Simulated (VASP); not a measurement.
Wanted: the native input for a VASP 6.6.1 run.

```
Task                   : relaxation of the atoms
Functional             : PBE
Potentials or basis    : VASP PAW PBE potentials, release 64 (Si, C)
Cutoff                 : 520 eV
k mesh                 : 12 × 12 × 6
Occupations            : gaussian, width 0.02 eV
Spin                   : no spin polarisation
Dipole correction      : no
Further INCAR settings : ALGO = Normal; EDIFF = 1e-06; IBRION = 2; EDIFFG = -0.008; NSW = 60
```

The structure of SiC lies in POSCAR:

```
SiC
1.0
    3.0919365174      0.0000000000      0.0000000000
   -1.5459682587      2.6776955709      0.0000000000
    0.3044575374      0.0000000000      5.0742922898
Si C
2 2
Direct
    0.3313853853      0.6665038460      0.4996710685
    0.6648815393      0.3334961540      0.9996710685
    0.3355153661      0.6672976568      0.8753289315
    0.6682177093      0.3327023432      0.3753289315
```

This cell differs from its parent crystal: shear of c along a, cell held: +6.0 %.

These files were run (other wordings do the same):

INCAR

```
ALGO     = Normal         # electronic algorithm
EDIFF    = 1E-6           # SCF threshold, eV
EDIFFG   = -0.008         # ionic threshold
ENCUT    = 520            # plane-wave cutoff, eV
GGA      = PE             # functional
IBRION   = 2              # ionic algorithm
ISIF     = 2              # what is computed and relaxed
ISMEAR   = 0              # smearing method
LASPH    = True           # aspherical terms in the spheres
LCHARG   = False          # write CHGCAR
LREAL    = False          # projectors in reciprocal space
LWAVE    = False          # write WAVECAR
NELM     = 100            # most SCF steps
NSW      = 60             # ionic steps
PREC     = Accurate       # precision mode
SIGMA    = 0.02           # smearing width, eV
```

KPOINTS

```
k-points
0
Gamma
  12 12 6
```

Potentials or basis: VASP PAW PBE potentials, release 64 (Si, C).

The run is started by

```console
$ cat potpaw_PBE.64/Si/POTCAR potpaw_PBE.64/C/POTCAR > POTCAR
$ mpirun -np 1 vasp_std > vasp.out
```

It gave:

```yaml
Energy_gained_by_relaxing: 0.2 meV/atom
Ionic_steps: 3
Pressure_after_relaxing: -0.1 GPa
Largest_force_after_relaxing: 0.008 eV/Å
Band_gap_on_the_k_mesh: 2.13 eV (least direct gap 3.95 eV)
```

Caveat: the cell differs from its parent crystal (shear of c along a, cell held: +6.0 %).

Wall time 92 s on 1 thread of AMD EPYC 9R45 96-Core Processor (Zen 5) (shared host), peak memory 0.21 GiB.
